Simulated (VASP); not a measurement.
# HgTe (Coloradoite) (I-4m2) in VASP: single point with PBE

Aim: the single point of HgTe (Coloradoite) with PBE.

All numbers are computed with VASP 6.6.1; they aren't measurements. Logs are shortened: lines on timing, memory, paths and dates and some standing lists are left out, and cuts for length are marked.

## Step 1: The cell of the first run

It takes space group I-4m2 (No. 119, tetragonal). The conventional cell has a = 4.546 Å, b = 4.546 Å, c = 6.236 Å, α = 90.00°, β = 90.00°, γ = 90.00°. Within 3.6 Å of Hg (site symmetry -4m2) lie 4 Te at 2.76 Å. Within 3.6 Å of Te (site symmetry -4m2) lie 4 Hg at 2.76 Å.

## Step 2: Single point, PBE

File INCAR:

```
  PREC = Accurate
  ENCUT = 520
  EDIFF = 1E-6
  ISMEAR = 0
  SIGMA = 0.05
  LREAL = False
  LASPH = True
  NELM = 100
  ALGO = Normal
  ISIF = 2
  LWAVE = False
  LCHARG = True
  GGA = PE
  LELF = True
  LVHAR = True
  NBANDS = 16
```

File KPOINTS:

```
Automatic mesh
0
Gamma
  6 6 6
```

File POSCAR:

```
HgTe
1.0
    0.0000000000      3.2145000000      3.1180650000
    3.2145000000      0.0000000000      3.1180650000
    3.2145000000      3.2145000000      0.0000000000
Hg Te
1 1
Direct
    0.0000000000      0.0000000000      0.0000000000
    0.2500000000      0.2500000000      0.2500000000
```

Potentials or basis: VASP PAW PBE potentials, release 64 (Hg, Te).

On the command line:

```bash
$ cat potpaw_PBE.64/Hg/POTCAR potpaw_PBE.64/Te/POTCAR > POTCAR
$ mpirun -np 1 vasp_std > vasp.out
```

OUTCAR:

```text
PREC = Accurate
   ENCUT = 520
   EDIFF = 1E-6
   ISMEAR = 0
   LREAL = False
   LASPH = True
   NELM = 100
   ISIF = 2
   GGA = PE

 ion  position               nearest neighbor table
   1  0.000  0.000  0.000-   2 2.76   2 2.76   2 2.76   2 2.76
   2  0.250  0.250  0.250-   1 2.76   1 2.76   1 2.76   1 2.76

  LATTYP: Found a body centered tetragonal cell.
 ALAT       =     4.5459894962
 C/A-ratio  =     1.3717871555

  Lattice vectors:

 A1 = (   0.0000000000,  -3.2145000000,  -3.1180650000)
 A2 = (   0.0000000000,   3.2145000000,  -3.1180650000)
 A3 = (   3.2145000000,   0.0000000000,   3.1180650000)

Analysis of symmetry for initial positions (statically):
=====================================================================
 Subroutine PRICEL returns:
 Original cell was already a primitive cell.

 Routine SETGRP: Setting up the symmetry group for a
 body centered tetragonal supercell.

 Subroutine GETGRP returns: Found  8 space group operations
 (whereof  8 operations were pure point group operations)
 out of a pool of 16 trial point group operations.

The static configuration has the point symmetry D_2d.

Analysis of symmetry for dynamics (positions and initial velocities):
=====================================================================
 Subroutine PRICEL returns:
 Original cell was already a primitive cell.

 Routine SETGRP: Setting up the symmetry group for a
 body centered tetragonal supercell.

 Subroutine GETGRP returns: Found  8 space group operations
 (whereof  8 operations were pure point group operations)
 out of a pool of 16 trial point group operations.

The dynamic configuration has the point symmetry D_2d.

 Subroutine INISYM returns: Found  8 space group operations
 (whereof  8 operations are pure point group operations),
 and found     1 'primitive' translations

----------------------------------------------------------------------------------------

                                     Primitive cell

  volume of cell :      64.4380

  direct lattice vectors                    reciprocal lattice vectors
     0.000000000  3.214500000  3.118065000    -0.155545186  0.155545186  0.160355862
     3.214500000  0.000000000  3.118065000     0.155545186 -0.155545186  0.160355862
     3.214500000  3.214500000  0.000000000     0.155545186  0.155545186 -0.160355862

  length of vectors
     4.478318836  4.478318836  4.545989496     0.272217950  0.272217950  0.272217950

  position of ions in fractional coordinates (direct lattice)
     0.000000000  0.000000000  0.000000000
     0.250000000  0.250000000  0.250000000

  ion indices of the primitive-cell ions
   primitive index   ion index
                 1           1
                 2           2

----------------------------------------------------------------------------------------

 KPOINTS: Automatic mesh

Automatic generation of k-mesh.
 Grid dimensions read from file:
 generate k-points for:    6    6    6

 Generating k-lattice:

  Cartesian coordinates                     Fractional coordinates (reciprocal lattice)
    -0.025924198  0.025924198  0.026725977     0.166666667  0.000000000  0.000000000
     0.025924198 -0.025924198  0.026725977     0.000000000  0.166666667  0.000000000
     0.025924198  0.025924198 -0.026725977     0.000000000  0.000000000  0.166666667

  Length of vectors
     0.045369658  0.045369658  0.045369658

  Shift w.r.t. Gamma in fractional coordinates (k-lattice)
     0.000000000  0.000000000  0.000000000

 Subroutine IBZKPT returns following result:
 ===========================================

 Found     30 irreducible k-points:

 Following reciprocal coordinates:
            Coordinates               Weight
  0.000000  0.000000  0.000000      1.000000
  0.166667  0.000000  0.000000      8.000000
  0.333333  0.000000  0.000000      8.000000
  0.500000  0.000000  0.000000      4.000000
  0.166667  0.166667  0.000000      2.000000
  0.333333  0.166667  0.000000      8.000000
[... 16 lines left out ...]
  0.333333  0.000000  0.333333      4.000000
  0.500000  0.000000  0.333333     16.000000
 [... further k-points ...]
   k-points           NKPTS =     30   k-points in BZ     NKDIM =     30   number of bands    NBANDS=     16
   number of dos      NEDOS =    301   number of ions     NIONS =      2
   total plane-waves  NPLWV =  46656
   dimension x,y,z NGX =    36 NGY =   36 NGZ =   36
   dimension x,y,z NGXF=    72 NGYF=   72 NGZF=   72
   ions per type =               1   1
   NGX,Y,Z   is equivalent  to a cutoff of  13.36, 13.36, 13.17 a.u.
   NGXF,Y,Z  is equivalent  to a cutoff of  26.73, 26.73, 26.33 a.u.
 SYSTEM =  unknown system
   PREC   = accura    normal or accurate (medium, high low for compatibility)
   ISTART =      0    job   : 0-new  1-cont  2-samecut
   ICHARG =      2    charge: 1-file 2-atom 10-const
   ISPIN  =      1    spin polarized calculation?
   LNONCOLLINEAR =      F non collinear calculations
   LSORBIT =      F    spin-orbit coupling
   LASPH  =      T    aspherical Exc in radial PAW
   ENCUT  =  520.0 eV  38.22 Ry    6.18 a.u.   8.33  8.33  8.45*2*pi/ulx,y,z
   NELM   =    100;   NELMIN=  2; NELMDL= -5     # of ELM steps
   EDIFF  = 0.1E-05   stopping-criterion for ELM
   LREAL  =      F    real-space projection
   EDIFFG = 0.1E-04   stopping-criterion for IOM
   NSW    =      0    number of steps for IOM
   IBRION =     -1    ionic relax: 0-MD 1-quasi-New 2-CG
   NFREE  =      0    steps in history (QN), initial steepest desc. (CG)
   ISIF   =      2    stress and relaxation
   ISYM   =      2    0-nonsym 1-usesym 2-fastsym
   POTIM  = 0.5000    time-step for ionic-motion
   TEBEG  =    0.0;   TEEND  =   0.0 temperature during run
   PSTRESS=    0.0 pullay stress
   NELECT =      18.0000    total number of electrons
   NUPDOWN=      -1.0000    fix difference up-down
   EMIN   =  10.00;   EMAX   =-10.00  energy-range for DOS
   EFERMI =   0.00;   METHOD = LEGACY
   ISMEAR =     0;   SIGMA  =   0.05  broadening in eV -4-tet -1-fermi 0-gaus
   EFERMI_NEDOS =   21; number of points for ismear=-14 and -15
   IALGO  =     38    algorithm
   IMIX   =      4    mixing-type and parameters
     AMIX     =   0.40;   BMIX     =  1.00
     AMIX_MAG =   1.60;   BMIX_MAG =  1.00
  volume/ion in A,a.u.               =      32.22       217.42
  Fermi-wavevector in a.u.,A,eV,Ry     =   1.070167  2.022323 15.582181  1.145258
  Thomas-Fermi vector in A             =   2.205869
   LORBIT       =      0    0 simple, 1 ext, 2 COOP (PROOUT), +10 PAW based schemes
   GGA     = PE    functional components
   LHFCALC =     F    Hartree Fock is set to
   AEXX    =    0.0000 exact exchange contribution
   IVDW    =     0    specifies the selected vdW correction
   LEPSILON=     F    determine dielectric tensor
   LRPA    =     F    only Hartree local field effects (RPA)
 non-spin polarized calculation
 Gauss-broadening in eV      SIGMA  =   0.05
  energy-cutoff  :      520.00
  volume of cell :       64.44
 maximum number of plane-waves:      1767
 NGX is ok and might be reduce to    36
   NGX = 17   NGY = 17   NGZ = 17

 number of electron      17.9999999 magnetization

 Free energy of the ion-electron system (eV)
  ---------------------------------------------------
  ext. energy  EPLUGINS =         0.00000000
  ---------------------------------------------------
  free energy    TOTEN  =        -3.47299314 eV

  energy without entropy =       -3.47286508  energy(sigma->0) =       -3.47292911

 E-fermi :   3.6353     XC(G=0):  -8.9575

 val. band max:        3.5776966464   @ k =   0.0000   0.0000   0.0000
 cond. band min:       3.6799702537   @ k =   0.0000   0.0000   0.0000
 fundamental gap:      0.1022736073
 Fermi energy:         3.6353040765

 k-point     1 :       0.0000    0.0000    0.0000
  band No.  band energies     occupation
      1      -8.7219      2.00000
      2      -4.0315      2.00000
      3      -4.0315      2.00000
      4      -4.0254      2.00000
      5      -3.4557      2.00000
      6      -3.4305      2.00000
[... 8 lines left out ...]
     15      13.0301      0.00000
     16      13.3331      0.00000

 k-point     2 :       0.1667    0.0000    0.0000
  band No.  band energies     occupation
      1      -8.5756      2.00000
      2      -3.9926      2.00000
      3      -3.9907      2.00000
      4      -3.9709      2.00000
      5      -3.4568      2.00000
      6      -3.4361      2.00000
[... 8 lines left out ...]
     15      12.0670      0.00000
     16      12.2827      0.00000

 k-point     3 :       0.3333    0.0000    0.0000
  band No.  band energies     occupation
      1      -8.2600      2.00000
      2      -3.9271      2.00000
      3      -3.9151      2.00000
      4      -3.6713      2.00000
      5      -3.4397      2.00000
      6      -3.4312      2.00000
[... 8 lines left out ...]
     15      12.5128      0.00000
     16      12.5227      0.00000

 k-point     4 :       0.5000    0.0000    0.0000
  band No.  band energies     occupation
      1      -8.0898      2.00000
      2      -3.9031      2.00000
      3      -3.8856      2.00000
      4      -3.4224      2.00000
      5      -3.4185      2.00000
      6      -3.1050      2.00000
[... 8 lines left out ...]
     15      13.6176      0.00000
     16      13.8119      0.00000
[... 324 lines left out ...]
 k-point    22 :      -0.3333    0.5000    0.1667
  band No.  band energies     occupation
      1      -7.8621      2.00000
      2      -3.8013      2.00000
      3      -3.7173      2.00000
      4      -3.5909      2.00000
      5      -3.4269      2.00000
      6      -2.7638      2.00000
[... 8 lines left out ...]
     15      14.5756      0.00000
     16      14.9339      0.00000

 k-point    23 :       0.3333    0.0000    0.3333
  band No.  band energies     occupation
      1      -8.1043      2.00000
      2      -3.9077      2.00000
      3      -3.7822      2.00000
      4      -3.7382      2.00000
      5      -3.4175      2.00000
      6      -3.3854      2.00000
[... 8 lines left out ...]
     15      13.7022      0.00000
     16      15.3869      0.00000

 k-point    24 :       0.5000    0.0000    0.3333
  band No.  band energies     occupation
      1      -7.9303      2.00000
      2      -3.8473      2.00000
      3      -3.7116      2.00000
      4      -3.6380      2.00000
      5      -3.3936      2.00000
      6      -3.0953      2.00000
[... 8 lines left out ...]
     15      14.0708      0.00000
     16      15.1589      0.00000

 [... further k-points ...]
[... 5 lines left out ...]
  --------------------------------------------------------------------------------------
  -------------------------------------------------------------------------------------
  Total        2.5901625      2.5901625      2.6775481      0.0000000      0.0000000      0.0000000
  in kB       64.4014396     64.4014396     66.5741826      0.0000000      0.0000000      0.0000000
  external PRESSURE =      65.1256872 kB  Pullay stress =       0.0000000 kB

 VOLUME and BASIS-vectors are now :
 -----------------------------------------------------------------------------
  energy-cutoff  :      520.00
  volume of cell :       64.44
      direct lattice vectors                 reciprocal lattice vectors
     0.000000000  3.214500000  3.118065000    -0.155545186  0.155545186  0.160355862
     3.214500000  0.000000000  3.118065000     0.155545186 -0.155545186  0.160355862
     3.214500000  3.214500000  0.000000000     0.155545186  0.155545186 -0.160355862

 POSITION                                       TOTAL-FORCE (eV/Angst)
 -----------------------------------------------------------------------------------
      0.00000      0.00000      0.00000        -0.000000     -0.000000     -0.000000
      1.60725      1.60725      1.55903         0.000000      0.000000      0.000000
 -----------------------------------------------------------------------------------
    total drift:                               -0.000000     -0.000000      0.000000

  FREE ENERGIE OF THE ION-ELECTRON SYSTEM (eV)
  ---------------------------------------------------
  free  energy   TOTEN  =        -3.4729931392 eV

  energy  without entropy=       -3.4728650835  energy(sigma->0) =       -3.47292911
```

It took 24 s on 1 thread of Intel Xeon 6975P-C (Granite Rapids), shared host; peak memory 0.2 GiB.

Results:

```yaml
Free_energy: -3.4730 eV
Pressure: 6.5 GPa
Band_gap_on_the_k_mesh: 0.10 eV, direct
```

Stress tensor (GPa, compression positive):
```
6.44 0.00 0.00
0.00 6.44 0.00
0.00 0.00 6.66
```

Levels at points of the mesh, in eV from the valence-band top:
| k point | band 6 | band 7 | band 8 | band 9 | band 10 | band 11 | band 12 | band 13 |
| --- | --- | --- | --- | --- | --- | --- | --- | --- |
| (0.00, 0.00, 0.00) | -7.01 | -0.58 | 0.00 | 0.00 | 0.10 | 4.18 | 4.18 | 4.18 |
| (0.50, 0.00, 0.00) | -6.68 | -5.77 | -1.12 | -0.98 | 0.73 | 4.93 | 5.11 | 6.88 |
| (0.50, 0.50, 0.00) | -6.47 | -5.56 | -2.53 | -2.53 | 1.75 | 2.30 | 8.57 | 9.09 |
| (0.50, 0.00, 0.50) | -6.53 | -5.71 | -2.44 | -2.36 | 1.98 | 2.44 | 8.36 | 8.98 |

Caveat: spin-orbit coupling is left out, which moves the levels of the heavy elements.
